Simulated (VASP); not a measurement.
Here is a VASP 6.6.1 calculation.

Contents of INCAR:

```
SYSTEM = C
  ALGO = Normal
  EDIFF = 1E-6
  ENCUT = 910
  GGA = CA
  GGA_COMPAT = .FALSE.
  ISIF = 2
  ISMEAR = 0
  LASPH = .TRUE.
  LCHARG = .FALSE.
  LREAL = .FALSE.
  LWAVE = .FALSE.
  NBANDS = 11
  NELM = 120
  PREC = Accurate
  SIGMA = 0.05
```

File KPOINTS:

```
k-points
0
G
  12 12 12
  0 0 0
```

File POSCAR:

```
C
1.0
    0.0000000000      1.8086696381      1.7234812981
    1.8086696381      0.0000000000      1.7234812981
    1.8086696381      1.8086696381      0.0000000000
C
2
Direct
    0.5000000000      0.5000000000      0.5000000000
    0.7500000000      0.7500000000      0.7500000000
```

Potentials or basis: VASP PAW LDA potentials, release 64 (C_h).

The run is started by

```console
$ cat potpaw_LDA.64/C_h/POTCAR > POTCAR
$ mpirun -np 1 vasp_std > vasp.out
```

Question: Estimate the pressure.

Answer: -9.9 GPa.

Question: What does it give for the band gap on the k mesh?

Answer: 2.94 eV, indirect (least direct gap 4.73 eV).

Stress tensor (GPa, compression positive):
```
-24.14   0.00   0.00
  0.00 -24.14   0.00
  0.00   0.00  18.55
```

Caveat: the cutoff is under 1.25 times the usual one of these potentials, so pressure, stress and relaxed cells hold a basis-set (Pulay) error. A k mesh can miss the band edges.
